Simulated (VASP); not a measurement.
# Ti: relaxation of cell and atoms with LDA

Crystal: Ti.

```xyz
1
Lattice="1.5842 1.5842 1.5842 -1.5842 1.5842 1.5842 -1.5842 -1.5842 1.5842" Properties=species:S:1:pos:R:3 pbc="T T T"
Ti    0.0000    0.0000    0.0000
```

| Quantity | Value |
| --- | --- |
| Program | VASP 6.6.1 |
| Task | relaxation of cell and atoms |
| Functional | LDA |
| Potentials or basis | VASP PAW LDA potentials, release 64 (Ti_sv) |
| Cutoff | 500 eV |
| k mesh | 9 × 9 × 9 |
| Occupations | fermi-dirac, width 0.1 eV |
| Spin | no spin polarisation |
| Dipole correction | no |
| Further INCAR settings | ALGO = Normal; EDIFF = 1e-07; IBRION = 2; EDIFFG = -0.02; NSW = 50; ISIF = 3 |

The relaxed volume is 15.86 Å³/atom, the relaxed cell is a = 2.741 Å, b = 2.741 Å, c = 2.741 Å, α = 70.53°, β = 109.47°, γ = 70.53° and the space group after relaxing (to 0.05 Å) is Im-3m (No. 229). The energy gained by relaxing is 0.0 meV/atom and the ionic steps are 2. The pressure after relaxing is 0.1 GPa and the band gap on the k mesh is zero (band 6 reaches 9.86 eV, above the bottom of band 7 at 8.28 eV).

Final structure:
```xyz
1
Lattice="1.5827 1.5827 1.5827 -1.5827 1.5827 1.5827 -1.5827 -1.5827 1.5827" Properties=species:S:1:pos:R:3 pbc="T T T"
Ti    0.0000    3.1653    3.1653
```

Levels at points of the mesh, in eV from the Fermi level:
```csv
k point,band 2,band 3,band 4,band 5,band 6,band 7,band 8,band 9,band 10
"(0.00, 0.00, 0.00)",-31.76,-31.76,-31.76,-6.05,1.03,1.03,1.03,3.01,3.01
```

Wall time 6.9 s on 1 thread of Intel(R) Xeon(R) Platinum 8488C (Sapphire Rapids), with other jobs on the host, peak memory 0.12 GiB.
